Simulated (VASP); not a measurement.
Write the native input for VASP 6.6.1 that does the following.

* Task: single point
* Functional: PBE
* Potentials or basis: VASP PAW PBE potentials, release 64 (Co)
* Cutoff: 520 eV
* k mesh: 14 × 14 × 14
* Occupations: gaussian, width 0.1 eV
* Spin: collinear spin, ferromagnetic start
* Starting moments: [-2.12, -2.12, -2.12] μB
* Dipole correction: no
* Further INCAR settings: ALGO = Normal; EDIFF = 1e-07; NBANDS = 24

The structure of Co lies in POSCAR:

```
Co
1.0
    3.4107162247      0.0000000000      0.0000000000
    0.0000000000      3.4107162247      0.0000000000
    0.0000000000      0.0000000000      3.4107162247
Co
3
Direct
    0.5000000000      0.0000000000      0.0000000000
    0.0000000000      0.5000000000      0.0000000000
    0.0000000000      0.0000000000      0.5000000000
```

The cell was built from a structure type or drawn by symmetry, and may not be a known phase.

One way to write it, as run:

INCAR

```
PREC     = Accurate       # precision mode
ENCUT    = 520            # plane-wave cutoff, eV
EDIFF    = 1E-7           # SCF threshold, eV
ISMEAR   = 0              # smearing method
SIGMA    = 0.1            # smearing width, eV
LREAL    = False          # projectors in reciprocal space
LASPH    = True           # aspherical terms in the spheres
NELM     = 150            # most SCF steps
ALGO     = Normal         # electronic algorithm
ISIF     = 2              # what is computed and relaxed
LWAVE    = False          # write WAVECAR
LCHARG   = False          # write CHGCAR
ISPIN    = 2              # spin polarisation
MAGMOM   = -2.12 -2.12 -2.12 # initial moments
LORBIT   = 11             # projections on sites
LMAXMIX  = 4              # l up to which the mixer works
GGA      = PE             # functional
NBANDS   = 24             # bands
```

KPOINTS

```
Automatic mesh
0
Gamma
  14 14 14
```

Potentials or basis: VASP PAW PBE potentials, release 64 (Co).

Command:

```sh
$ cat potpaw_PBE.64/Co/POTCAR > POTCAR
$ mpirun -np 1 vasp_std > vasp.out
```

Results of the run:

```json
{
 "Pressure": "-0.6 GPa",
 "Net moment": "-5.55 μB per cell",
 "Site moments": "Co -1.87 μB",
 "Valence electrons inside the program's atomic spheres": "Co 8.18"
}
```

It took 100 s on 1 thread of Intel(R) Xeon(R) 6975P-C (Granite Rapids), with other jobs on the host, peak memory 0.28 GiB.
